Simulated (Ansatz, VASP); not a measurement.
# One calculation of GaP, two programs

The input INCAR:

```
SYSTEM = GaP
ALGO     = Normal         ! electronic algorithm
EDIFF    = 1E-6           ! SCF threshold, eV
ENCUT    = 500            ! plane-wave cutoff, eV
GGA      = PS             ! functional
GGA_COMPAT= .False.      
ISIF     = 2              ! what is computed and relaxed
ISMEAR   = 0              ! smearing method
LASPH    = .True.         ! aspherical terms in the spheres
LCHARG   = .False.        ! write CHGCAR
LREAL    = .False.        ! projectors in reciprocal space
LWAVE    = .False.        ! write WAVECAR
NBANDS   = 16             ! bands
NELM     = 120            ! most SCF steps
PREC     = Accurate       ! precision mode
SIGMA    = 0.01           ! smearing width, eV
```

KPOINTS

```
k-points
0
Gamma
  5 5 5
  0 0 0
```

POSCAR

```
GaP
1.0
    0.0000000000      2.7254102088      2.7254102088
    2.7254102088      0.0000000000      2.7254102088
    2.7254102088      2.7254102088      0.0000000000
Ga P
1 1
Direct
    0.0000000000      0.0000000000      0.0000000000
    0.2500000000      0.2500000000      0.2500000000
```

Input for Ansatz:

```yaml
crystal:
  lattice:
    - [0.0, 2.7254102088, 2.7254102088]
    - [2.7254102088, 0.0, 2.7254102088]
    - [2.7254102088, 2.7254102088, 0.0]
  atoms:
    - { symbol: Ga, position: [0.0, 0.0, 0.0] }
    - { symbol: P, position: [0.25, 0.25, 0.25] }
kpoints:
  mp_grid: { grid: [5, 5, 5] }
hamiltonian:
  xc: pbesol
scf:
  occupations: { method: fixed }
  n_extra_bands: 4
output:
  forces: true
  stress: true
  eigenvalues: true
```

Alike in both runs: task single point; functional PBEsol; k mesh 5 × 5 × 5; no spin polarisation.

|  | VASP | Ansatz |
| --- | --- | --- |
| version | VASP 6.6.1 | Ansatz 0.2.0 |
| potentials or method | VASP PAW PBE potentials, release 64 (Ga_d, P) | plane waves |
| plane-wave cutoff (eV) | 500 | 420 |
| occupations | gaussian, width 0.01 eV | fixed |
| valence electrons in the cell | 18 | 18 |

Ansatz gave:

* gap on the k mesh at the Fermi level (eV): 1.47
* pressure (GPa): -0.5

Problem. What did VASP give for the same quantities?

Solution. gap on the k mesh at the Fermi level (eV): 1.47; pressure (GPa): -0.6.

VASP's potentials were made for PBE, not for PBEsol.
